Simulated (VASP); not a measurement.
# HfGe (P4/mmm) in VASP: further runs

The runs below take HfGe through single point, with PBE.

Program: VASP 6.6.1. These are calculated values, not measurements. Logs are shortened: lines on timing, memory, paths and dates and some standing lists are left out, and cuts for length are marked.

### Step 1. The cell of the first run

Symmetry: P4/mmm, No. 123, tetragonal system. Conventional cell: a = 3.154 Å, b = 3.154 Å, c = 4.025 Å, α = 90.00°, β = 90.00°, γ = 90.00°. Hf (site symmetry 4/mmm) has 4 Ge at 2.23 Å within 2.9 Å. Within 2.9 Å of Ge (site symmetry 4/mmm) lie 4 Hf at 2.23 Å.

### Step 2. Single point, PBE (volume scaled by 0.94)

INCAR

```
SYSTEM = HfGe
PREC = Accurate ; ENCUT = 520
EDIFF = 1E-6 ; ISMEAR = -1
SIGMA = 0.05 ; LREAL = .False.
LASPH = .True. ; NELM = 60
ALGO = Normal ; ISIF = 2
LWAVE = .False. ; LCHARG = .True.
GGA = PE ; LELF = .True.
LVHAR = .True. ; NBANDS = 19
```

KPOINTS

```
Automatic mesh
0
Gamma
  8 8 7
  0 0 0
```

POSCAR

```
HfGe
1.0
    3.1539400883      0.0000000000      0.0000000000
    0.0000000000      3.1539400883      0.0000000000
    0.0000000000      0.0000000000      4.0245587036
Hf Ge
1 1
Direct
    0.5000000000      0.5000000000      0.0000000000
    0.0000000000      0.0000000000      0.0000000000
```

Potentials or basis: VASP PAW PBE potentials, release 64 (Hf_pv, Ge_d).

On the command line:

```bash
cat potpaw_PBE.64/Hf_pv/POTCAR potpaw_PBE.64/Ge_d/POTCAR > POTCAR
mpirun -np 1 vasp_std > vasp.out
```

OUTCAR:

```text
SYSTEM = HfGe
   PREC = Accurate
   ENCUT = 520
   EDIFF = 1E-6
   ISMEAR = -1
   LREAL = .False.
   LASPH = .True.
   NELM = 60
   ISIF = 2
   GGA = PE

 ion  position               nearest neighbor table
   1  0.500  0.500  0.000-   2 2.23   2 2.23   2 2.23   2 2.23
   2  0.000  0.000  0.000-   1 2.23   1 2.23   1 2.23   1 2.23

  LATTYP: Found a simple tetragonal cell.
 ALAT       =     3.1539400883
 C/A-ratio  =     1.2760415832

  Lattice vectors:

 A1 = (   3.1539400883,   0.0000000000,   0.0000000000)
 A2 = (   0.0000000000,   3.1539400883,   0.0000000000)
 A3 = (   0.0000000000,   0.0000000000,   4.0245587036)

Analysis of symmetry for initial positions (statically):
=====================================================================
 Subroutine PRICEL returns:
 Original cell was already a primitive cell.

 Routine SETGRP: Setting up the symmetry group for a
 simple tetragonal supercell.

 Subroutine GETGRP returns: Found 16 space group operations
 (whereof 16 operations were pure point group operations)
 out of a pool of 16 trial point group operations.

The static configuration has the point symmetry D_4h.

Analysis of symmetry for dynamics (positions and initial velocities):
=====================================================================
 Subroutine PRICEL returns:
 Original cell was already a primitive cell.

 Routine SETGRP: Setting up the symmetry group for a
 simple tetragonal supercell.

 Subroutine GETGRP returns: Found 16 space group operations
 (whereof 16 operations were pure point group operations)
 out of a pool of 16 trial point group operations.

The dynamic configuration has the point symmetry D_4h.

 Subroutine INISYM returns: Found 16 space group operations
 (whereof 16 operations are pure point group operations),
 and found     1 'primitive' translations

----------------------------------------------------------------------------------------

                                     Primitive cell

  volume of cell :      40.0336

  direct lattice vectors                    reciprocal lattice vectors
     3.153940088  0.000000000  0.000000000     0.317063727  0.000000000  0.000000000
     0.000000000  3.153940088  0.000000000     0.000000000  0.317063727  0.000000000
     0.000000000  0.000000000  4.024558704     0.000000000  0.000000000  0.248474447

  length of vectors
     3.153940088  3.153940088  4.024558704     0.317063727  0.317063727  0.248474447

  position of ions in fractional coordinates (direct lattice)
[... 67 lines left out ...]
   NGX,Y,Z   is equivalent  to a cutoff of  12.65, 12.65, 12.39 a.u.
   NGXF,Y,Z  is equivalent  to a cutoff of  25.30, 25.30, 24.78 a.u.
 SYSTEM =  HfGe
   PREC   = accura    normal or accurate (medium, high low for compatibility)
   ISTART =      0    job   : 0-new  1-cont  2-samecut
   ICHARG =      2    charge: 1-file 2-atom 10-const
   ISPIN  =      1    spin polarized calculation?
   LNONCOLLINEAR =      F non collinear calculations
   LSORBIT =      F    spin-orbit coupling
   LASPH  =      T    aspherical Exc in radial PAW
   ENCUT  =  520.0 eV  38.22 Ry    6.18 a.u.   5.86  5.86  7.48*2*pi/ulx,y,z
   NELM   =     60;   NELMIN=  2; NELMDL= -5     # of ELM steps
   EDIFF  = 0.1E-05   stopping-criterion for ELM
   LREAL  =      F    real-space projection
   EDIFFG = 0.1E-04   stopping-criterion for IOM
   NSW    =      0    number of steps for IOM
   IBRION =     -1    ionic relax: 0-MD 1-quasi-New 2-CG
   NFREE  =      0    steps in history (QN), initial steepest desc. (CG)
   ISIF   =      2    stress and relaxation
   ISYM   =      2    0-nonsym 1-usesym 2-fastsym
   POTIM  = 0.5000    time-step for ionic-motion
   TEBEG  =    0.0;   TEEND  =   0.0 temperature during run
   PSTRESS=    0.0 pullay stress
   NELECT =      24.0000    total number of electrons
   NUPDOWN=      -1.0000    fix difference up-down
   EMIN   =  10.00;   EMAX   =-10.00  energy-range for DOS
   EFERMI =   0.00;   METHOD = LEGACY
   ISMEAR =    -1;   SIGMA  =   0.05  broadening in eV -4-tet -1-fermi 0-gaus
   EFERMI_NEDOS =   21; number of points for ismear=-14 and -15
   IALGO  =     38    algorithm
   IMIX   =      4    mixing-type and parameters
     AMIX     =   0.40;   BMIX     =  1.00
     AMIX_MAG =   1.60;   BMIX_MAG =  1.00
  volume/ion in A,a.u.               =      20.02       135.08
  Fermi-wavevector in a.u.,A,eV,Ry     =   1.380395  2.608569 25.925788  1.905492
  Thomas-Fermi vector in A             =   2.505276
   LORBIT       =      0    0 simple, 1 ext, 2 COOP (PROOUT), +10 PAW based schemes
   GGA     = PE    functional components
[... 5 lines left out ...]
 non-spin polarized calculation
  energy-cutoff  :      520.00
  volume of cell :       40.03
 maximum number of plane-waves:      1104
 NGX is ok and might be reduce to    24
   NGX = 11   NGY = 11   NGZ = 15

 number of electron      24.0000003 magnetization

 Free energy of the ion-electron system (eV)
  ---------------------------------------------------
  ext. energy  EPLUGINS =         0.00000000
  ---------------------------------------------------
  free energy    TOTEN  =        -9.30007225 eV

  energy without entropy =       -9.28679658  energy(sigma->0) =       -9.29343442

 E-fermi :   5.0510     XC(G=0): -10.7726

 val. band max:        5.0359686826   @ k =   0.3750   0.3750   0.4286
 cond. band min:       5.0541534431   @ k =   0.0000   0.0000   0.0000
 fundamental gap:      0.0181847605
 Fermi energy:         5.0510492931

 k-point     1 :       0.0000    0.0000    0.0000
  band No.  band energies     occupation
      1     -24.9784      2.00000
      2     -24.6273      2.00000
      3     -24.6273      2.00000
      4     -18.9043      2.00000
      5     -18.7962      2.00000
      6     -18.6754      2.00000
[... 505 lines left out ...]
      6     -18.6143      2.00000
[... 11 lines left out ...]
     18      13.2538      0.00000
     19      15.4661      0.00000

 [... further k-points ...]
[... 5 lines left out ...]
  --------------------------------------------------------------------------------------
  -------------------------------------------------------------------------------------
  Total       29.4274003     29.4274003     -0.5466978      0.0000000     -0.0000000      0.0000000
  in kB     1177.7072110   1177.7072110    -21.8792651      0.0000000     -0.0000000      0.0000000
  external PRESSURE =     777.8450523 kB  Pullay stress =       0.0000000 kB

 VOLUME and BASIS-vectors are now :
 -----------------------------------------------------------------------------
  energy-cutoff  :      520.00
  volume of cell :       40.03
      direct lattice vectors                 reciprocal lattice vectors
     3.153940088  0.000000000  0.000000000     0.317063727  0.000000000  0.000000000
     0.000000000  3.153940088  0.000000000     0.000000000  0.317063727  0.000000000
     0.000000000  0.000000000  4.024558704     0.000000000  0.000000000  0.248474447

 POSITION                                       TOTAL-FORCE (eV/Angst)
 -----------------------------------------------------------------------------------
      1.57697      1.57697      0.00000         0.000000      0.000000      0.000000
      0.00000      0.00000      0.00000         0.000000      0.000000      0.000000
 -----------------------------------------------------------------------------------
    total drift:                                0.000000     -0.000000     -0.000000

  FREE ENERGIE OF THE ION-ELECTRON SYSTEM (eV)
  ---------------------------------------------------
  free  energy   TOTEN  =        -9.3000722543 eV

  energy  without entropy=       -9.2867965780  energy(sigma->0) =       -9.29343442
```

OSZICAR:

```text
N       E                     dE             d eps       ncg     rms          rms(c)
DAV:   1     0.163698722111E+03    0.16370E+03   -0.13113E+04  2650   0.281E+03
DAV:   2     0.741781237252E+01   -0.15628E+03   -0.15104E+03  2430   0.562E+02
DAV:   3    -0.106341031748E+02   -0.18052E+02   -0.17842E+02  2744   0.113E+02
DAV:   4    -0.111668189469E+02   -0.53272E+00   -0.53224E+00  2710   0.207E+01
DAV:   5    -0.111752858190E+02   -0.84669E-02   -0.84664E-02  2754   0.289E+00    0.886E+01
DAV:   6    -0.973393973246E+01    0.14413E+01   -0.13061E+00  3308   0.162E+01    0.518E+01
DAV:   7    -0.939183271800E+01    0.34211E+00   -0.21091E+00  2998   0.841E+00    0.788E+00
DAV:   8    -0.930198994791E+01    0.89843E-01   -0.23833E-01  3183   0.503E+00    0.281E+00
DAV:   9    -0.930049217603E+01    0.14978E-02   -0.16598E-02  3172   0.152E+00    0.469E-01
DAV:  10    -0.930013420119E+01    0.35797E-03   -0.35068E-03  2910   0.129E+00    0.115E-01
DAV:  11    -0.930007684806E+01    0.57353E-04   -0.38937E-04  3270   0.204E-01    0.536E-02
DAV:  12    -0.930007202938E+01    0.48187E-05   -0.28442E-05  3165   0.624E-02    0.288E-02
DAV:  13    -0.930007225427E+01   -0.22489E-06   -0.28421E-06  2207   0.223E-02
   1 F= -.93000723E+01 E0= -.92934344E+01  d E =-.132757E-01
```

Run time: 12 s. Hardware: 1 thread of Intel Xeon 6975P-C (Granite Rapids), shared host; peak memory 0.18 GiB.

What came out:

```yaml
Free_energy: -9.3001 eV
Pressure: 77.8 GPa
Band_gap_on_the_k_mesh: zero (band 12 reaches 7.79 eV, above the bottom of band 13 at 4.33 eV)
```

Caveat: spin-orbit coupling is left out, which moves the levels of the heavy elements.

### Step 3. Single point, PBE (volume scaled by 0.96)

INCAR

```
SYSTEM = HfGe
  PREC = Accurate
  ENCUT = 520
  EDIFF = 1E-7
  ISMEAR = -1
  SIGMA = 0.05
  LREAL = .FALSE.
  LASPH = .TRUE.
  NELM = 100
  ALGO = Normal
  ISIF = 2
  LWAVE = .FALSE.
  LCHARG = .TRUE.
  GGA = PE
  LELF = .TRUE.
  LVHAR = .TRUE.
  NBANDS = 19
```

KPOINTS

```
regular mesh
0
G
  8 8 7
  0 0 0
```

POSCAR

```
HfGe
1.0
    3.1761516658      0.0000000000      0.0000000000
    0.0000000000      3.1761516658      0.0000000000
    0.0000000000      0.0000000000      4.0529016001
Hf Ge
1 1
Direct
    0.5000000000      0.5000000000      0.0000000000
    0.0000000000      0.0000000000      0.0000000000
```

Potentials or basis: VASP PAW PBE potentials, release 64 (Hf_pv, Ge_d).

On the command line:

```bash
cat potpaw_PBE.64/Hf_pv/POTCAR potpaw_PBE.64/Ge_d/POTCAR > POTCAR
mpirun -np 1 vasp_std > vasp.out
```

OUTCAR:

```text
SYSTEM = HfGe
   PREC = Accurate
   ENCUT = 520
   EDIFF = 1E-7
   ISMEAR = -1
   LREAL = .FALSE.
   LASPH = .TRUE.
   NELM = 100
   ISIF = 2
   GGA = PE

 ion  position               nearest neighbor table
   1  0.500  0.500  0.000-   2 2.25   2 2.25   2 2.25   2 2.25
   2  0.000  0.000  0.000-   1 2.25   1 2.25   1 2.25   1 2.25

  LATTYP: Found a simple tetragonal cell.
 ALAT       =     3.1761516658
 C/A-ratio  =     1.2760415832

  Lattice vectors:

 A1 = (   3.1761516658,   0.0000000000,   0.0000000000)
 A2 = (   0.0000000000,   3.1761516658,   0.0000000000)
 A3 = (   0.0000000000,   0.0000000000,   4.0529016001)

Analysis of symmetry for initial positions (statically):
=====================================================================
 Subroutine PRICEL returns:
 Original cell was already a primitive cell.

 Routine SETGRP: Setting up the symmetry group for a
 simple tetragonal supercell.

 Subroutine GETGRP returns: Found 16 space group operations
 (whereof 16 operations were pure point group operations)
 out of a pool of 16 trial point group operations.

[... 153 lines left out ...]

 Free energy of the ion-electron system (eV)
  ---------------------------------------------------
  ext. energy  EPLUGINS =         0.00000000
  ---------------------------------------------------
  free energy    TOTEN  =        -9.69760366 eV

  energy without entropy =       -9.68378059  energy(sigma->0) =       -9.69069213

 E-fermi :   4.8819     XC(G=0): -10.6696

 val. band max:        4.8807570570   @ k =   0.0000   0.0000   0.0000
 cond. band min:       4.8820844228   @ k =   0.1250   0.1250   0.2857
 fundamental gap:      0.0013273658
 Fermi energy:         4.8818691398

 k-point     1 :       0.0000    0.0000    0.0000
  band No.  band energies     occupation
      1     -25.2029      2.00000
      2     -24.8178      2.00000
      3     -24.8178      2.00000
      4     -18.9866      2.00000
      5     -18.8803      2.00000
      6     -18.7785      2.00000
[... 505 lines left out ...]
      6     -18.7197      2.00000
[... 11 lines left out ...]
     18      12.9620      0.00000
     19      15.1582      0.00000

 [... further k-points ...]
[... 5 lines left out ...]
  --------------------------------------------------------------------------------------
  -------------------------------------------------------------------------------------
  Total       27.7350533     27.7350533     -0.5155315      0.0000000      0.0000000      0.0000000
  in kB     1086.8536377   1086.8536377    -20.2021341      0.0000000      0.0000000      0.0000000
  external PRESSURE =     717.8350471 kB  Pullay stress =       0.0000000 kB

 VOLUME and BASIS-vectors are now :
 -----------------------------------------------------------------------------
  energy-cutoff  :      520.00
  volume of cell :       40.89
      direct lattice vectors                 reciprocal lattice vectors
     3.176151666  0.000000000  0.000000000     0.314846426  0.000000000  0.000000000
     0.000000000  3.176151666  0.000000000     0.000000000  0.314846426  0.000000000
     0.000000000  0.000000000  4.052901600     0.000000000  0.000000000  0.246736807

 POSITION                                       TOTAL-FORCE (eV/Angst)
 -----------------------------------------------------------------------------------
      1.58808      1.58808      0.00000         0.000000      0.000000      0.000000
      0.00000      0.00000      0.00000         0.000000      0.000000      0.000000
 -----------------------------------------------------------------------------------
    total drift:                                0.000000     -0.000000     -0.000000

  FREE ENERGIE OF THE ION-ELECTRON SYSTEM (eV)
  ---------------------------------------------------
  free  energy   TOTEN  =        -9.6976036648 eV

  energy  without entropy=       -9.6837805853  energy(sigma->0) =       -9.69069213
```

stdout:

```text
POSCAR found type information on POSCAR HfGe
 POSCAR found :  2 types and       2 ions
 scaLAPACK will be used
 LDA part: xc-table for (Slater+PW92), standard interpolation
 POSCAR, INCAR and KPOINTS ok, starting setup
 FFT: planning ... GRIDC
 FFT: planning ... GRID_SOFT
 FFT: planning ... GRID
 WAVECAR not read
 entering main loop
```

Run time: 16 s. Hardware: 1 thread of Intel Xeon 6975P-C (Granite Rapids), shared host; peak memory 0.18 GiB.

What came out:

| Item | Value |
| --- | --- |
| Free energy | -9.6976 eV |
| Pressure | 71.8 GPa |
| Band gap on the k mesh | zero (band 12 reaches 7.57 eV, above the bottom of band 13 at 4.20 eV) |

Levels at points of the mesh, in eV from the Fermi level:
| k point | band 9 | band 10 | band 11 | band 12 | band 13 | band 14 | band 15 | band 16 |
| --- | --- | --- | --- | --- | --- | --- | --- | --- |
| (0.00, 0.00, 0.00) | -11.06 | -1.69 | -1.56 | 0.00 | 3.63 | 3.63 | 3.73 | 4.40 |
| (0.50, 0.00, 0.00) | -6.74 | -5.73 | -2.11 | -2.05 | -0.09 | 4.10 | 5.65 | 5.89 |
| (0.50, 0.50, 0.00) | -8.96 | -0.34 | -0.34 | 0.75 | 0.75 | 1.05 | 2.76 | 6.86 |

Caveat: spin-orbit coupling is left out, which moves the levels of the heavy elements.
